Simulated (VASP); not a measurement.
# Ga2SnSe4 (I422) in VASP: relaxation of cell and atoms with PBE

Aim: the relaxation of cell and atoms of Ga2SnSe4 with PBE.

All numbers are computed with VASP 6.6.1; they aren't measurements. Logs are shortened: lines on timing, memory, paths and dates and some standing lists are left out, and cuts for length are marked.

## 1. The cell of the first run

Symmetry: I422, No. 97, tetragonal system. Conventional cell: a = 7.694 Å, b = 7.694 Å, c = 6.291 Å, α = 90.00°, β = 90.00°, γ = 90.00°. Within 3.2 Å of Ga (site symmetry 222) lie 4 Se at 2.45 Å and 2 Ga at 3.15 Å. Sn (site symmetry 422) has 8 Se at 3.25 Å and 4 Ga at 3.85 Å within 4.3 Å. Se (site symmetry 2) has 2 Ga at 2.45 Å and 2 Sn at 3.25 Å within 3.3 Å.

## 2. Relaxation of cell and atoms, PBE (atoms taken out)

File INCAR:

```
PREC = Accurate
ENCUT = 600
EDIFF = 1E-6
ISMEAR = 0
SIGMA = 0.02
LREAL = False
LASPH = True
NELM = 100
ALGO = Normal
ISIF = 3
LWAVE = False
LCHARG = False
GGA = PE
IBRION = 2
NSW = 100
EDIFFG = -0.01
```

File KPOINTS:

```
Automatic mesh
0
Gamma
  6 6 6
```

File POSCAR:

```
Ga2SnSe4
1.0
   -3.8469181401      3.8469181401      3.1454948867
    3.8469181401     -3.8469181401      3.1454948867
    3.8469181401      3.8469181401     -3.1454948867
Ga Sn Se
2 1 4
Direct
    0.0000000000      0.5000000000      0.5000000000
    0.5000000000      0.0000000000      0.5000000000
    0.0000000000      0.0000000000      0.0000000000
    0.0770383733      0.9229616267      0.5000000000
    0.4229616267      0.5770383733      0.5000000000
    0.9229616267      0.4229616267      0.8459232534
    0.5770383733      0.0770383733      0.1540767466
```

Potentials or basis: VASP PAW PBE potentials, release 64 (Ga_d, Sn_d, Se).

Run with:

```
> cat potpaw_PBE.64/Ga_d/POTCAR potpaw_PBE.64/Sn_d/POTCAR potpaw_PBE.64/Se/POTCAR > POTCAR
> mpirun -np 1 vasp_std > vasp.out
```

OUTCAR:

```text
PREC = Accurate
   ENCUT = 600
   EDIFF = 1E-6
   ISMEAR = 0
   LREAL = False
   LASPH = True
   NELM = 100
   ISIF = 3
   GGA = PE
   IBRION = 2
   NSW = 100
   EDIFFG = -0.01

 ion  position               nearest neighbor table
   1  0.000  0.500  0.500-   4 2.45   5 2.45   6 2.45   7 2.45
   2  0.500  0.000  0.500-   4 2.45   5 2.45   6 2.45   7 2.45
   3  0.000  0.000  0.000-   7 3.25   5 3.25   4 3.25   6 3.25   7 3.25   4 3.25   6 3.25   5 3.25

   4  0.077  0.923  0.500-   1 2.45   2 2.45   3 3.25   3 3.25
   5  0.423  0.577  0.500-   1 2.45   2 2.45   3 3.25   3 3.25
   6  0.923  0.423  0.846-   1 2.45   2 2.45   3 3.25   3 3.25
   7  0.577  0.077  0.154-   1 2.45   2 2.45   3 3.25   3 3.25

  LATTYP: Found a body centered tetragonal cell.
 ALAT       =     7.6938362802
 C/A-ratio  =     0.8176661868

  Lattice vectors:

 A1 = (  -3.8469181401,   3.8469181401,   3.1454948867)
 A2 = (   3.8469181401,  -3.8469181401,   3.1454948867)
 A3 = (   3.8469181401,   3.8469181401,  -3.1454948867)

Analysis of symmetry for initial positions (statically):
=====================================================================
 Subroutine PRICEL returns:
 Original cell was already a primitive cell.

 Routine SETGRP: Setting up the symmetry group for a
 body centered tetragonal supercell.

 Subroutine GETGRP returns: Found  8 space group operations
 (whereof  8 operations were pure point group operations)
 out of a pool of 16 trial point group operations.

The static configuration has the point symmetry D_4 .

Analysis of symmetry for dynamics (positions and initial velocities):
=====================================================================
 Subroutine PRICEL returns:
 Original cell was already a primitive cell.

 Routine SETGRP: Setting up the symmetry group for a
 body centered tetragonal supercell.

 Subroutine GETGRP returns: Found  8 space group operations
 (whereof  8 operations were pure point group operations)
 out of a pool of 16 trial point group operations.

The dynamic configuration has the point symmetry D_4 .

 Subroutine INISYM returns: Found  8 space group operations
 (whereof  8 operations are pure point group operations),
 and found     1 'primitive' translations

----------------------------------------------------------------------------------------

                                     Primitive cell

  volume of cell :     186.1979

  direct lattice vectors                    reciprocal lattice vectors
    -3.846918140  3.846918140  3.145494887     0.000000000  0.129974172  0.158957499
     3.846918140 -3.846918140  3.145494887     0.129974172  0.000000000  0.158957499
     3.846918140  3.846918140 -3.145494887     0.129974172  0.129974172  0.000000000

  length of vectors
     6.284241914  6.284241914  6.284241914     0.205330884  0.205330884  0.183811237

  position of ions in fractional coordinates (direct lattice)
     0.000000000  0.500000000  0.500000000
     0.500000000  0.000000000  0.500000000
     0.000000000  0.000000000  0.000000000
     0.077038373  0.922961627  0.500000000
     0.422961627  0.577038373  0.500000000
     0.922961627  0.422961627  0.845923253
     0.577038373  0.077038373  0.154076747

  ion indices of the primitive-cell ions
   primitive index   ion index
                 1           1
                 2           2
                 3           3
                 4           4
                 5           5
                 6           6
                 7           7

----------------------------------------------------------------------------------------

 KPOINTS: Automatic mesh

Automatic generation of k-mesh.
 Grid dimensions read from file:
 generate k-points for:    6    6    6

 Generating k-lattice:

  Cartesian coordinates                     Fractional coordinates (reciprocal lattice)
     0.000000000  0.021662362  0.026492916     0.166666667  0.000000000  0.000000000
     0.021662362  0.000000000  0.026492916     0.000000000  0.166666667  0.000000000
     0.021662362  0.021662362  0.000000000     0.000000000  0.000000000  0.166666667

  Length of vectors
     0.034221814  0.034221814  0.030635206

  Shift w.r.t. Gamma in fractional coordinates (k-lattice)
     0.000000000  0.000000000  0.000000000

 Subroutine IBZKPT returns following result:
 ===========================================

 Found     30 irreducible k-points:

 Following reciprocal coordinates:
            Coordinates               Weight
  0.000000  0.000000  0.000000      1.000000
  0.166667  0.000000  0.000000      8.000000
  0.333333  0.000000  0.000000      8.000000
  0.500000  0.000000 -0.000000      4.000000
  0.166667  0.166667  0.000000      8.000000
  0.333333  0.166667  0.000000     16.000000
[... 16 lines left out ...]
 -0.333333 -0.333333  0.166667      8.000000
 -0.166667 -0.333333  0.166667      8.000000
 [... further k-points ...]
   k-points           NKPTS =     30   k-points in BZ     NKDIM =     30   number of bands    NBANDS=     38
   number of dos      NEDOS =    301   number of ions     NIONS =      7
   total plane-waves  NPLWV = 125000
   dimension x,y,z NGX =    50 NGY =   50 NGZ =   50
   dimension x,y,z NGXF=   100 NGYF=  100 NGZF=  100
   ions per type =               2   1   4
   NGX,Y,Z   is equivalent  to a cutoff of  13.23, 13.23, 13.23 a.u.
   NGXF,Y,Z  is equivalent  to a cutoff of  26.45, 26.45, 26.45 a.u.
 SYSTEM =  unknown system
   PREC   = accura    normal or accurate (medium, high low for compatibility)
   ISTART =      0    job   : 0-new  1-cont  2-samecut
   ICHARG =      2    charge: 1-file 2-atom 10-const
   ISPIN  =      1    spin polarized calculation?
   LNONCOLLINEAR =      F non collinear calculations
   LSORBIT =      F    spin-orbit coupling
   LASPH  =      T    aspherical Exc in radial PAW
   ENCUT  =  600.0 eV  44.10 Ry    6.64 a.u.  12.55 12.55 12.55*2*pi/ulx,y,z
   NELM   =    100;   NELMIN=  2; NELMDL= -5     # of ELM steps
   EDIFF  = 0.1E-05   stopping-criterion for ELM
   LREAL  =      F    real-space projection
   EDIFFG = -.1E-01   stopping-criterion for IOM
   NSW    =    100    number of steps for IOM
   IBRION =      2    ionic relax: 0-MD 1-quasi-New 2-CG
   NFREE  =      1    steps in history (QN), initial steepest desc. (CG)
   ISIF   =      3    stress and relaxation
   ISYM   =      2    0-nonsym 1-usesym 2-fastsym
   POTIM  = 0.5000    time-step for ionic-motion
   TEBEG  =    0.0;   TEEND  =   0.0 temperature during run
   PSTRESS=    0.0 pullay stress
   NELECT =      64.0000    total number of electrons
   NUPDOWN=      -1.0000    fix difference up-down
   EMIN   =  10.00;   EMAX   =-10.00  energy-range for DOS
   EFERMI =   0.00;   METHOD = LEGACY
   ISMEAR =     0;   SIGMA  =   0.02  broadening in eV -4-tet -1-fermi 0-gaus
   EFERMI_NEDOS =   21; number of points for ismear=-14 and -15
   IALGO  =     38    algorithm
   IMIX   =      4    mixing-type and parameters
     AMIX     =   0.40;   BMIX     =  1.00
     AMIX_MAG =   1.60;   BMIX_MAG =  1.00
  volume/ion in A,a.u.               =      26.60       179.50
  Fermi-wavevector in a.u.,A,eV,Ry     =   1.146771  2.167082 17.892787  1.315083
  Thomas-Fermi vector in A             =   2.283453
   LORBIT       =      0    0 simple, 1 ext, 2 COOP (PROOUT), +10 PAW based schemes
   GGA     = PE    functional components
   LHFCALC =     F    Hartree Fock is set to
   AEXX    =    0.0000 exact exchange contribution
   IVDW    =     0    specifies the selected vdW correction
   LEPSILON=     F    determine dielectric tensor
   LRPA    =     F    only Hartree local field effects (RPA)
 conjugate gradient relaxation of ions
 non-spin polarized calculation
 Gauss-broadening in eV      SIGMA  =   0.02
  energy-cutoff  :      600.00
  volume of cell :      186.20
 maximum number of plane-waves:      6273
   NGX = 25   NGY = 25   NGZ = 25

--------------------------------------- Ionic step        1  -------------------------------------------

 number of electron      64.0000015 magnetization

 Free energy of the ion-electron system (eV)
  ---------------------------------------------------
  ext. energy  EPLUGINS =         0.00000000
  ---------------------------------------------------
  free energy    TOTEN  =       -27.21261068 eV

  energy without entropy =      -27.21261068  energy(sigma->0) =      -27.21261068

------------------------ aborting loop because EDIFF is reached ----------------------------------------

  FORCE on cell =-STRESS in cart. coord.  units (eV):
  Direction    XX          YY          ZZ          XY          YZ          ZX
  --------------------------------------------------------------------------------------
  -------------------------------------------------------------------------------------
  Total       -0.2093706     -0.2093706      0.0529877      0.0000000     -0.0000000      0.0000000
  in kB       -1.8015713     -1.8015713      0.4559433      0.0000000     -0.0000000      0.0000000
  external PRESSURE =      -1.0490664 kB  Pullay stress =       0.0000000 kB
[... 190 lines left out ...]
  energy  without entropy=      -27.2137042322  energy(sigma->0) =      -27.21370423

--------------------------------------- Ionic step        6  -------------------------------------------

 number of electron      64.0000023 magnetization

 Free energy of the ion-electron system (eV)
  ---------------------------------------------------
  ext. energy  EPLUGINS =         0.00000000
  ---------------------------------------------------
  free energy    TOTEN  =       -27.21374216 eV

  energy without entropy =      -27.21374216  energy(sigma->0) =      -27.21374216

 E-fermi :   2.8576     XC(G=0):  -9.1350

 val. band max:        2.7245668967   @ k =   0.3333   0.3333   0.1667
 cond. band min:       4.0598579063   @ k =  -0.3333  -0.3333   0.3333
 fundamental gap:      1.3352910097
 Fermi energy:         2.8575646447

 k-point     1 :       0.0000    0.0000    0.0000
  band No.  band energies     occupation
      1     -18.4410      2.00000
      2     -18.4325      2.00000
      3     -18.4325      2.00000
      4     -18.4300      2.00000
      5     -18.4296      2.00000
      6     -11.6653      2.00000
[... 973 lines left out ...]
     37       6.9461      0.00000
     38       7.7040      0.00000

 [... further k-points ...]

------------------------ aborting loop because EDIFF is reached ----------------------------------------

  FORCE on cell =-STRESS in cart. coord.  units (eV):
  Direction    XX          YY          ZZ          XY          YZ          ZX
  --------------------------------------------------------------------------------------
  -------------------------------------------------------------------------------------
  Total        0.0120976      0.0120976     -0.0367058      0.0000000     -0.0000000      0.0000000
  in kB        0.1047083      0.1047083     -0.3176997      0.0000000     -0.0000000      0.0000000
  external PRESSURE =      -0.0360944 kB  Pullay stress =       0.0000000 kB
[... 22 lines left out ...]
  FREE ENERGIE OF THE ION-ELECTRON SYSTEM (eV)
  ---------------------------------------------------
  free  energy   TOTEN  =       -27.2137421633 eV

  energy  without entropy=      -27.2137421633  energy(sigma->0) =      -27.21374216

 reached required accuracy - stopping structural energy minimisation
```

It took 8.9 min on 1 thread of AMD EPYC 9R45 (Zen 5), shared host; peak memory 0.5 GiB.

Results:

```yaml
Free_energy: -27.2137 eV
Relaxed_volume: 26.44 Å³/atom
Relaxed_cell: a = 6.269 Å, b = 6.269 Å, c = 6.269 Å, α = 104.64°, β = 104.64°, γ = 119.64°
Space_group_after_relaxing_to_0.1_Å: I422 (No. 97)
Energy_gained_by_relaxing: 0.2 meV/atom
Ionic_steps: 6
Pressure_after_relaxing: 0.0 GPa
Largest_force_after_relaxing: 0.006 eV/Å
Band_gap_on_the_k_mesh: 1.34 eV (least direct gap 1.43 eV)
```

Forces in eV/Å, atoms in the order of the input:
```
Ga   0.000  0.000  0.000
Ga   0.000  0.000  0.000
Sn   0.000  0.000  0.000
Se   0.004 -0.004  0.000
Se  -0.004  0.004  0.000
Se   0.004  0.004  0.000
Se  -0.004 -0.004  0.000
```

The path:
```
step  energy change (eV)  largest force (eV/Å)  pressure (GPa)  volume (Å³)
   1              0.0000                0.0215           -0.10       186.20
   2             -0.0006                0.0305           -0.03       185.73
   3             -0.0008                0.0431            0.09       185.12
   4             -0.0011                0.0194            0.03       185.11
   5             -0.0011                0.0100            0.00       185.11
   6             -0.0011                0.0064            0.00       185.11
```

Final structure:
```
Ga Sn Se
1.0
    -3.83201    3.83201    3.15149
     3.83201   -3.83201    3.15149
     3.83201    3.83201   -3.15149
Ga Sn Se
2 1 4
Cartesian
  3.8320 0.0000 0.0000
  0.0000 3.8320 0.0000
  0.0000 0.0000 0.0000
  5.1619 -1.3299 1.5757
  2.5021 1.3299 1.5757
  1.3299 5.1619 1.5757
  -1.3299 2.5021 1.5757
```

Caveat: the cell differs from its parent crystal (atoms taken out); spin-orbit coupling is left out, which moves the levels of the heavy elements.
